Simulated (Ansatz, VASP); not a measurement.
# Sr2RePdO6 in VASP and in Ansatz

Contents of INCAR:

```
SYSTEM = Sr2RePdO6
  ALGO = Normal
  EDIFF = 1E-6
  ENCUT = 520
  GGA = PE
  ISIF = 2
  ISMEAR = -1
  LASPH = .True.
  LCHARG = .False.
  LREAL = .False.
  LWAVE = .False.
  NBANDS = 48
  NELM = 80
  PREC = Accurate
  SIGMA = 0.1
```

KPOINTS

```
k-points
0
Gamma
  5 5 5
  0 0 0
```

The input POSCAR:

```
Sr2RePdO6
1.0
    0.0000000000      5.5995780000      0.0000000000
    5.5995780000      0.0000000000      0.0000000000
    2.7997890000      2.7997890000     -3.9977730000
Re Pd O Sr
1 1 6 2
Direct
    0.5000000000      0.5000000000      0.0000000000
    0.0000000000      0.0000000000      0.0000000000
    0.2277000000      0.2861000000      0.0000000000
    0.2861000000      0.7723000000      0.0000000000
    0.7723000000      0.7139000000      0.0000000000
    0.7139000000      0.2277000000      0.0000000000
    0.2571000000      0.2571000000      0.4858000000
    0.7429000000      0.7429000000      0.5142000000
    0.7500000000      0.2500000000      0.5000000000
    0.2500000000      0.7500000000      0.5000000000
```

Input for Ansatz:

```yaml
crystal:
  lattice:
    - [0.0, 5.599578, 0.0]
    - [5.599578, 0.0, 0.0]
    - [2.799789, 2.799789, -3.997773]
  atoms:
    - { symbol: Re, position: [0.5, 0.5, 0.0] }
    - { symbol: Pd, position: [0.0, 0.0, 0.0] }
    - { symbol: O, position: [0.2277, 0.2861, 0.0] }
    - { symbol: O, position: [0.2861, 0.7723, 0.0] }
    - { symbol: O, position: [0.7723, 0.7139, 0.0] }
    - { symbol: O, position: [0.7139, 0.2277, 0.0] }
    - { symbol: O, position: [0.2571, 0.2571, 0.4858] }
    - { symbol: O, position: [0.7429, 0.7429, 0.5142] }
    - { symbol: Sr, position: [0.75, 0.25, 0.5] }
    - { symbol: Sr, position: [0.25, 0.75, 0.5] }
  symmetry: { tolerance: 0.0003 }
kpoints:
  mp_grid: { grid: [5, 5, 5], shift: [0, 0, 0] }
magnetization:
  spin_polarized: false
scf:
  occupations: { method: fermi_dirac }
hamiltonian:
  pseudopotentials: { kind: paw }
  xc: pbe
basis:
  ecutwfc: 420
output:
  forces: true
  stress: true
  eigenvalues: true
```

Alike in both runs: task single point; functional PBE; k mesh 5 × 5 × 5; no spin polarisation.

|  | VASP | Ansatz |
| --- | --- | --- |
| version | VASP 6.6.1 | Ansatz 0.2.0 |
| potentials or method | VASP PAW PBE potentials, release 64 (Re, Pd, O, Sr_sv), cutoff 520 eV | PAW plane waves |
| occupations | fermi-dirac, width 0.1 eV | fermi-dirac |
| valence electrons in the cell | 73 | 89 |

|  | VASP | Ansatz | Ansatz less VASP |
| --- | --- | --- | --- |
| gap on the k mesh at the Fermi level (eV) | none | none | - |
| pressure (GPa) | 10.1 | 8.4 | -1.67 |
| traceless stress, the component that is largest in VASP (GPa) | 0.07 | 0.06 | -0.014 |
| rms of the force components (eV/Å) | 0.520 | 0.676 | +0.1556 |

Atom by atom the forces differ by 0.169 eV/Å (rms over components). A gap of «none» marks a metal or a gap that the smearing closes. VASP's potentials hold 73 valence electrons a cell and Ansatz's 89, so a difference there can come from the potentials and not from the codes.

Spin-orbit coupling is off throughout.
